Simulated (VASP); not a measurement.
Wanted: the native input for a VASP 6.6.1 run.

```yaml
Task: single point
Functional: PBE
Potentials_or_basis: VASP PAW PBE potentials, release 64 (Si, Cl)
Cutoff: 520 eV
k_mesh: 4 × 4 × 4
Occupations: gaussian, width 0.1 eV
Spin: no spin polarisation
Dipole_correction: no
Further_INCAR_settings: ALGO = Normal; EDIFF = 1e-07; NBANDS = 19
```

The structure of SiCl lies in POSCAR:

```
SiCl
1.0
    0.0000000000      3.3280108048      3.3280108048
    3.3280108048      0.0000000000      3.3280108048
    3.3280108048      3.3280108048      0.0000000000
Si Cl
2 2
Direct
    0.5000000000      0.5000000000      0.5000000000
    0.7500000000      0.7500000000      0.7500000000
    0.0000000000      0.0000000000      0.0000000000
    0.2500000000      0.2500000000      0.2500000000
```

One way to write it, as run:

INCAR

```
PREC = Accurate ; ENCUT = 520
EDIFF = 1E-7 ; ISMEAR = 0
SIGMA = 0.1 ; LREAL = F
LASPH = T ; NELM = 60
ALGO = Normal ; ISIF = 2
LWAVE = F ; LCHARG = F
GGA = PE ; NBANDS = 19
```

KPOINTS

```
regular mesh
0
Gamma
  4 4 4
```

Potentials or basis: VASP PAW PBE potentials, release 64 (Si, Cl).

Run with:

```bash
$ cat potpaw_PBE.64/Si/POTCAR potpaw_PBE.64/Cl/POTCAR > POTCAR
$ mpirun -np 1 vasp_std > vasp.out
```

Results of the run:

The pressure is 0.2 GPa. The band gap on the k mesh is zero (bands 11 and 12 overlap by 1.32 eV).

Caveat: the k points lie up to 0.41 Å⁻¹ apart, too coarse for converged energies and pressures of a metal.

Wall time 8.8 s on 1 thread of AMD EPYC 9R45 96-Core Processor (Zen 5) (shared host), peak memory 0.16 GiB.
